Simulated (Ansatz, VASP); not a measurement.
**BAs: VASP beside Ansatz**

The input INCAR:

```
PREC = Accurate
ENCUT = 520
EDIFF = 1E-6
ISMEAR = 0
SIGMA = 0.01
LREAL = False
LASPH = True
NELM = 60
ALGO = Normal
ISIF = 2
LWAVE = False
LCHARG = True
GGA = PE
LELF = True
LVHAR = True
NBANDS = 11
```

KPOINTS

```
Automatic mesh
0
Gamma
  8 8 8
```

File POSCAR:

```
BAs
1.0
    0.0000000000      2.4282124495      2.4282124495
    2.4282124495      0.0000000000      2.4282124495
    2.4282124495      2.4282124495      0.0000000000
B As
1 1
Direct
    0.0000000000      0.0000000000      0.0000000000
    0.2500000000      0.2500000000      0.2500000000
```

Input for Ansatz:

```yaml
crystal:
  lattice:
    - [0.0, 2.4282124495, 2.4282124495]
    - [2.4282124495, 0.0, 2.4282124495]
    - [2.4282124495, 2.4282124495, 0.0]
  atoms:
    - { symbol: B, position: [0.0, 0.0, 0.0] }
    - { symbol: As, position: [0.25, 0.25, 0.25] }
kpoints:
  mp_grid: { grid: [8, 8, 8] }
hamiltonian:
  xc: pbe
scf:
  occupations: { method: fixed }
  n_extra_bands: 4
output:
  forces: true
  stress: true
  eigenvalues: true
```

Alike in both runs: task single point; functional PBE; k mesh 8 × 8 × 8; no spin polarisation.

|  | VASP | Ansatz |
| --- | --- | --- |
| version | VASP 6.6.1 | Ansatz 0.2.0 |
| potentials or method | VASP PAW PBE potentials, release 64 (B, As) | plane waves, PAW |
| plane-wave cutoff (eV) | 520 | 420 |
| occupations | gaussian, width 0.01 eV | fixed |
| valence electrons in the cell | 8 | 18 |

VASP gave:

- gap on the k mesh at the Fermi level (eV): 1.24
- pressure (GPa): -3.1

Task: Which values does Ansatz return?

Result: gap on the k mesh at the Fermi level (eV): 1.24; pressure (GPa): -3.6.

VASP's potentials hold 8 valence electrons a cell and Ansatz's 18, so a difference there can come from the potentials and not from the codes.
